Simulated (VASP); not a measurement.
# Ni (P6/mmm) in VASP: single point with r2SCAN

Aim: the single point of Ni with r2SCAN.

Everything below comes from runs of VASP 6.6.1. Logs are shortened: lines on timing, memory, paths and dates and some standing lists are left out, and cuts for length are marked.

## (1) The cell of the first run

It takes space group P6/mmm (No. 191, hexagonal). Conventional cell: a = 2.383 Å, b = 2.383 Å, c = 2.330 Å, α = 90.00°, β = 90.00°, γ = 120.00°. Within 3.1 Å of Ni (site symmetry 6/mmm) lie 8 Ni at 2.33 to 2.38 Å.

This isn't the form of Ni at room conditions, which is fcc.

## (2) Single point, r2SCAN, collinear spin, ferromagnetic start

Input file POSCAR:

```
Ni
1.0
    2.3826640784      0.0000000000      0.0000000000
   -1.1913320392      2.0634476206      0.0000000000
    0.0000000000      0.0000000000      2.3300988351
Ni
1
Direct
    0.0000000000      0.0000000000      0.0000000000
```

Input file INCAR.step1:

```
PREC = Accurate
ENCUT = 600
ISMEAR = 0
SIGMA = 0.1
LREAL = F
LASPH = T
NELM = 200
ISPIN = 2
MAGMOM = 0.87
LMAXMIX = 4
NBANDS = 15
GGA = PE
ALGO = Normal
EDIFF = 1E-5
LWAVE = T
LCHARG = F
GGA_COMPAT = F
KPAR = 8
```

Input file INCAR.step2:

```
PREC = Accurate
ENCUT = 600
EDIFF = 1E-6
ISMEAR = 0
SIGMA = 0.1
LREAL = F
LASPH = T
NELM = 200
ALGO = Normal
ISIF = 2
LWAVE = F
LCHARG = T
ISPIN = 2
MAGMOM = 0.87
LORBIT = 11
LMAXMIX = 4
METAGGA = R2SCAN
LMIXTAU = T
LVHAR = T
NBANDS = 15
ISTART = 1
GGA_COMPAT = F
KPAR = 8
```

Input file KPOINTS:

```
Automatic mesh
0
Gamma
  27 27 24
```

Potentials or basis: VASP PAW PBE potentials, release 64 (Ni).

The run is started by

```bash
cat potpaw_PBE.64/Ni/POTCAR > POTCAR
cp INCAR.step1 INCAR
mpirun -np 8 vasp_std > vasp.out
cp INCAR.step2 INCAR
mpirun -np 8 vasp_std > vasp.out
```

OUTCAR:

```text
PREC = Accurate
   ENCUT = 600
   EDIFF = 1E-6
   ISMEAR = 0
   LREAL = F
   LASPH = T
   NELM = 200
   ISIF = 2
   ISPIN = 2
   LORBIT = 11
   METAGGA = R2SCAN
   ISTART = 1

 ion  position               nearest neighbor table
   1  0.000  0.000  0.000-

  LATTYP: Found a hexagonal cell.
 ALAT       =     2.3826640784
 C/A-ratio  =     0.9779384581

  Lattice vectors:

 A1 = (   2.3826640784,   0.0000000000,   0.0000000000)
 A2 = (  -1.1913320392,   2.0634476206,   0.0000000000)
 A3 = (   0.0000000000,   0.0000000000,   2.3300988351)

Analysis of symmetry for initial positions (statically):
=====================================================================
 Subroutine PRICEL returns:
 Original cell was already a primitive cell.

 Routine SETGRP: Setting up the symmetry group for a
 hexagonal supercell.

 Subroutine GETGRP returns: Found 24 space group operations
 (whereof 24 operations were pure point group operations)
 out of a pool of 24 trial point group operations.

The static configuration has the point symmetry D_6h.

Analysis of symmetry for dynamics (positions and initial velocities):
=====================================================================
 Subroutine PRICEL returns:
 Original cell was already a primitive cell.

 Routine SETGRP: Setting up the symmetry group for a
 hexagonal supercell.

 Subroutine GETGRP returns: Found 24 space group operations
 (whereof 24 operations were pure point group operations)
 out of a pool of 24 trial point group operations.

The dynamic configuration has the point symmetry D_6h.

Analysis of structural, dynamic, and magnetic symmetry:
=====================================================================
 Subroutine PRICEL returns:
 Original cell was already a primitive cell.

 Routine SETGRP: Setting up the symmetry group for a
 hexagonal supercell.

 Subroutine GETGRP returns: Found 24 space group operations
 (whereof 24 operations were pure point group operations)
 out of a pool of 24 trial point group operations.

The overall configuration has the point symmetry D_6h.

 Subroutine INISYM returns: Found 24 space group operations
 (whereof 24 operations are pure point group operations),
 and found     1 'primitive' translations

----------------------------------------------------------------------------------------

                                     Primitive cell

  volume of cell :      11.4559

  direct lattice vectors                    reciprocal lattice vectors
     2.382664078  0.000000000  0.000000000     0.419698273  0.242312911  0.000000000
    -1.191332039  2.063447621  0.000000000     0.000000000  0.484625822  0.000000000
     0.000000000  0.000000000  2.330098835     0.000000000  0.000000000  0.429166345

  length of vectors
     2.382664078  2.382664078  2.330098835     0.484625822  0.484625822  0.429166345

  position of ions in fractional coordinates (direct lattice)
     0.000000000  0.000000000  0.000000000

  ion indices of the primitive-cell ions
   primitive index   ion index
                 1           1

----------------------------------------------------------------------------------------

 KPOINTS: Automatic mesh

Automatic generation of k-mesh.
 Grid dimensions read from file:
 generate k-points for:   27   27   24

 Generating k-lattice:

  Cartesian coordinates                     Fractional coordinates (reciprocal lattice)
     0.015544380  0.008974552  0.000000000     0.037037037  0.000000000  0.000000000
     0.000000000  0.017949105  0.000000000     0.000000000  0.037037037  0.000000000
     0.000000000  0.000000000  0.017881931     0.000000000  0.000000000  0.041666667

  Length of vectors
     0.017949105  0.017949105  0.017881931

  Shift w.r.t. Gamma in fractional coordinates (k-lattice)
     0.000000000  0.000000000  0.000000000

 Subroutine IBZKPT returns following result:
 ===========================================

 Found    975 irreducible k-points:

 Following reciprocal coordinates:
            Coordinates               Weight
  0.000000  0.000000  0.000000      1.000000
  0.037037  0.000000  0.000000      6.000000
  0.074074  0.000000  0.000000      6.000000
  0.111111 -0.000000  0.000000      6.000000
  0.148148 -0.000000  0.000000      6.000000
  0.185185  0.000000  0.000000      6.000000
[... 16 lines left out ...]
  0.333333  0.037037  0.000000     12.000000
  0.370370  0.037037  0.000000     12.000000
 [... further k-points ...]
   k-points           NKPTS =    975   k-points in BZ     NKDIM =    975   number of bands    NBANDS=     15
   number of dos      NEDOS =    301   number of ions     NIONS =      1
   total plane-waves  NPLWV =   8000
   dimension x,y,z NGX =    20 NGY =   20 NGZ =   20
   dimension x,y,z NGXF=    40 NGYF=   40 NGZF=   40
   ions per type =               1
   NGX,Y,Z   is equivalent  to a cutoff of  13.95, 13.95, 14.27 a.u.
   NGXF,Y,Z  is equivalent  to a cutoff of  27.91, 27.91, 28.54 a.u.
 SYSTEM =  unknown system
   PREC   = accura    normal or accurate (medium, high low for compatibility)
   ISTART =      1    job   : 0-new  1-cont  2-samecut
   ICHARG =      0    charge: 1-file 2-atom 10-const
   ISPIN  =      2    spin polarized calculation?
   LNONCOLLINEAR =      F non collinear calculations
   LSORBIT =      F    spin-orbit coupling
   LASPH  =      T    aspherical Exc in radial PAW
   ENCUT  =  600.0 eV  44.10 Ry    6.64 a.u.   4.76  4.76  4.65*2*pi/ulx,y,z
   NELM   =    200;   NELMIN=  2; NELMDL=  0     # of ELM steps
   EDIFF  = 0.1E-05   stopping-criterion for ELM
   LREAL  =      F    real-space projection
   EDIFFG = 0.1E-04   stopping-criterion for IOM
   NSW    =      0    number of steps for IOM
   IBRION =     -1    ionic relax: 0-MD 1-quasi-New 2-CG
   NFREE  =      0    steps in history (QN), initial steepest desc. (CG)
   ISIF   =      2    stress and relaxation
   ISYM   =      2    0-nonsym 1-usesym 2-fastsym
   POTIM  = 0.5000    time-step for ionic-motion
   TEBEG  =    0.0;   TEEND  =   0.0 temperature during run
   PSTRESS=    0.0 pullay stress
   NELECT =      10.0000    total number of electrons
   NUPDOWN=      -1.0000    fix difference up-down
   EMIN   =  10.00;   EMAX   =-10.00  energy-range for DOS
   EFERMI =   0.00;   METHOD = LEGACY
   ISMEAR =     0;   SIGMA  =   0.10  broadening in eV -4-tet -1-fermi 0-gaus
   EFERMI_NEDOS =   21; number of points for ismear=-14 and -15
   IALGO  =     38    algorithm
   IMIX   =      4    mixing-type and parameters
     AMIX     =   0.40;   BMIX     =  1.00
     AMIX_MAG =   1.60;   BMIX_MAG =  1.00
  volume/ion in A,a.u.               =      11.46        77.31
  Fermi-wavevector in a.u.,A,eV,Ry     =   1.564581  2.956629 33.305874  2.447913
  Thomas-Fermi vector in A             =   2.667183
   LORBIT       =     11    0 simple, 1 ext, 2 COOP (PROOUT), +10 PAW based schemes
   METAGGA = R2SCAN    functional components
   LHFCALC =     F    Hartree Fock is set to
   AEXX    =    0.0000 exact exchange contribution
   IVDW    =     0    specifies the selected vdW correction
   LEPSILON=     F    determine dielectric tensor
   LRPA    =     F    only Hartree local field effects (RPA)
 spin polarized calculation
 Gauss-broadening in eV      SIGMA  =   0.10
  energy-cutoff  :      600.00
  volume of cell :       11.46
 maximum number of plane-waves:       405
 NGX is ok and might be reduce to    20
   NGX =  9   NGY =  9   NGZ =  9

 number of electron       9.9999998 magnetization       0.7198840

 Free energy of the ion-electron system (eV)
  ---------------------------------------------------
  ext. energy  EPLUGINS =         0.00000000
  ---------------------------------------------------
  free energy    TOTEN  =       -11.49328298 eV

  energy without entropy =      -11.48575648  energy(sigma->0) =      -11.48951973

 E-fermi :   8.4972     XC(G=0): -13.9024

 val. band max:        8.4967183902   @ k =   0.1481   0.0370   0.1667
 cond. band min:       8.4976484267   @ k =   0.1111   0.0741   0.1667
 fundamental gap:      0.0009300366
 Fermi energy:         8.4971643423

 spin component 1

 k-point     1 :       0.0000    0.0000    0.0000
  band No.  band energies     occupation
      1      -0.3462      1.00000
      2       4.2882      1.00000
      3       5.8904      1.00000
      4       5.8904      1.00000
      5       7.8655      1.00000
      6       7.8655      1.00000
      7      28.0603      0.00000
      8      33.0926      0.00000
      9      33.4906      0.00000
     10      36.9024      0.00000
     11      36.9024      0.00000
     12      38.9598      0.00000
     13      38.9598      0.00000
     14      45.5754      0.00000
     15      52.1676      0.00000
[... 397 lines left out ...]
 k-point    24 :       0.3704    0.0370    0.0000
  band No.  band energies     occupation
      1       3.4808      1.00000
      2       4.7778      1.00000
      3       6.7019      1.00000
      4       6.7969      1.00000
      5       7.6442      1.00000
      6       7.8249      1.00000
      7      16.7886      0.00000
      8      26.8813      0.00000
      9      33.0149      0.00000
     10      35.1384      0.00000
     11      35.2261      0.00000
     12      43.3985      0.00000
     13      45.6059      0.00000
     14      50.7766      0.00000
     15      51.7576      0.00000

 [... further k-points ...]

 spin component 2

 k-point     1 :       0.0000    0.0000    0.0000
  band No.  band energies     occupation
      1      -0.4951      1.00000
      2       5.3777      1.00000
      3       6.9952      1.00000
      4       6.9952      1.00000
      5       8.8282      0.00000
      6       8.8282      0.00000
      7      28.1393      0.00000
      8      33.3322      0.00000
      9      33.3721      0.00000
     10      37.2032      0.00000
     11      37.2032      0.00000
     12      39.1633      0.00000
     13      39.1633      0.00000
     14      45.9718      0.00000
     15      54.7883      0.00000
[... 397 lines left out ...]
 k-point    24 :       0.3704    0.0370    0.0000
  band No.  band energies     occupation
      1       3.8905      1.00000
      2       5.7922      1.00000
      3       7.1423      1.00000
      4       7.6795      1.00000
      5       8.5934      0.08674
      6       8.9894      0.00000
      7      17.2034      0.00000
      8      27.0460      0.00000
      9      33.2453      0.00000
     10      35.2844      0.00000
     11      35.3118      0.00000
     12      43.5787      0.00000
     13      45.8856      0.00000
     14      51.1700      0.00000
     15      54.3217      0.00000

 [... further k-points ...]

------------------------ aborting loop because EDIFF is reached ----------------------------------------

  FORCE on cell =-STRESS in cart. coord.  units (eV):
  Direction    XX          YY          ZZ          XY          YZ          ZX
  --------------------------------------------------------------------------------------
  -------------------------------------------------------------------------------------
  Total        0.0210092      0.0210092     -0.0028386      0.0000000      0.0000000      0.0000000
  in kB        2.9382496      2.9382496     -0.3969933      0.0000000      0.0000000      0.0000000
  external PRESSURE =       1.8265019 kB  Pullay stress =       0.0000000 kB

 VOLUME and BASIS-vectors are now :
 -----------------------------------------------------------------------------
  energy-cutoff  :      600.00
  volume of cell :       11.46
      direct lattice vectors                 reciprocal lattice vectors
     2.382664078  0.000000000  0.000000000     0.419698273  0.242312911  0.000000000
    -1.191332039  2.063447621  0.000000000     0.000000000  0.484625822  0.000000000
     0.000000000  0.000000000  2.330098835     0.000000000  0.000000000  0.429166345

 POSITION                                       TOTAL-FORCE (eV/Angst)
 -----------------------------------------------------------------------------------
      0.00000      0.00000      0.00000         0.000000      0.000000      0.000000
 -----------------------------------------------------------------------------------
    total drift:                               -0.000000     -0.000000     -0.000000

  FREE ENERGIE OF THE ION-ELECTRON SYSTEM (eV)
  ---------------------------------------------------
  free  energy   TOTEN  =       -11.4932829788 eV

  energy  without entropy=      -11.4857564801  energy(sigma->0) =      -11.48951973

 total charge

# of ion       s       p       d       tot
------------------------------------------
    1        0.535   0.470   8.365   9.370

 magnetization (x)

# of ion       s       p       d       tot
------------------------------------------
    1       -0.011  -0.023   0.769   0.734
```

Run time: 2.6 min. Hardware: 8 MPI ranks of AMD EPYC 9R45 (Zen 5), shared host; peak memory 0.37 GiB.

What came out:

```
Free energy                                           : -11.4933 eV
Pressure                                              : 0.2 GPa
Net moment                                            : 0.72 μB per cell
Site moments                                          : Ni +0.73 μB
Valence electrons inside the program's atomic spheres : Ni 9.37
```

Caveat: the PAW data sets were made with another functional, which shifts forces and pressure a little.
